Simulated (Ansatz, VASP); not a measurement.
One calculation of ZnCu, two programs

```
Zn Cu
1.0
     2.94500    0.00000    0.00000
     0.00000    3.03335    0.00000
     0.00000    0.00000    2.94500
Zn Cu
1 1
Direct
  0.50000 0.50000 0.50000
  0.00000 0.00000 0.00000
```

Change from the starting cell: strain +0.0300 x Voigt [0, 1, 0, 0, 0, 0], atoms carried along.

Alike in both runs: task single point; functional PBE; k mesh 16 × 16 × 16; occupations gaussian, width 0.15 eV; no spin polarisation.

|  | VASP | Ansatz |
| --- | --- | --- |
| version | VASP 6.6.1 | Ansatz 0.2.0 |
| potentials or method | VASP PAW PBE potentials, release 64 (Zn, Cu), cutoff 520 eV | scalar-relativistic, plane waves, PAW |
| valence electrons in the cell | 23 | 31 |

```tsv
	VASP	Ansatz	Ansatz less VASP
gap on the k mesh at the Fermi level (eV)	none	none	-
pressure (GPa)	-0.1	-1.2	-1.01
```

A gap of «none» marks a metal or a gap that the smearing closes. The functional is the same, so the differences come from potentials, cutoffs and numerics. VASP's potentials hold 23 valence electrons a cell and Ansatz's 31, so a difference there can come from the potentials and not from the codes.
